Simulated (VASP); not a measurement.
Input of a VASP 6.6.1 run:

File INCAR:

```
SYSTEM = HCl
PREC = Accurate ; ENCUT = 1000
EDIFF = 1E-6 ; ISMEAR = -1
SIGMA = 0.02 ; LREAL = Auto
LASPH = .True. ; NELM = 120
ALGO = Normal ; ISIF = 2
LWAVE = .False. ; LCHARG = .True.
GGA = PE ; IVDW = 12
LELF = .True. ; LVHAR = .True.
NBANDS = 56 ; GGA_COMPAT = .False.
```

File KPOINTS:

```
Automatic mesh
0
Gamma
  1 1 1
  0 0 0
```

Contents of POSCAR:

```
HCl
1.0
    7.9895700000      0.0000000000      0.0000000000
    0.0000000000      7.9895700000      0.0000000000
    0.0000000000      0.0000000000      7.9895700000
Cl H
10 10
Direct
    0.5803286461      0.5577225493      0.9166461220
    0.0367549004      0.3331486530      0.9822205118
    0.2143847534      0.7434703485      0.6757367704
    0.4188220927      0.5135514579      0.3684398520
    0.8527791605      0.9148480986      0.8325726094
    0.8420935773      0.6942765829      0.2509147535
    0.6459665519      0.1926997074      0.1365661003
    0.8108367731      0.3688025090      0.5895018748
    0.0623354151      0.0964946457      0.3657198949
    0.3845194060      0.1419465183      0.6494345834
    0.5756689299      0.4059805441      0.9832918186
   -0.0268943149      0.3533838201      0.8328379500
    0.3120966794      0.6724516849      0.5636498939
    0.5684096364      0.4839101863      0.4264753720
    0.8385906144      0.9644538140      0.6784570455
    0.7526390509      0.6529702898      0.1204265153
    0.7974035537      0.2199268282      0.0788227322
    0.9058614801      0.2719616976      0.4934280819
    0.1885979809      0.1295559717      0.4685427173
    0.3338319129     -0.0128738074      0.6767440007
```

Potentials or basis: VASP PAW PBE potentials, release 64 (Cl, H_h).

Launch:

```sh
$ cat potpaw_PBE.64/Cl/POTCAR potpaw_PBE.64/H_h/POTCAR > POTCAR
$ mpirun -np 1 vasp_gam > vasp.out
```

(1) Estimate the largest force.

(2) What does it give for the dispersion energy per atom?

(3) Predict the pressure.

## Answers

(1) 0.404 eV/Å.

(2) -0.063 eV.

(3) -0.2 GPa.

Caveat: the k points lie up to 0.79 Å⁻¹ apart.
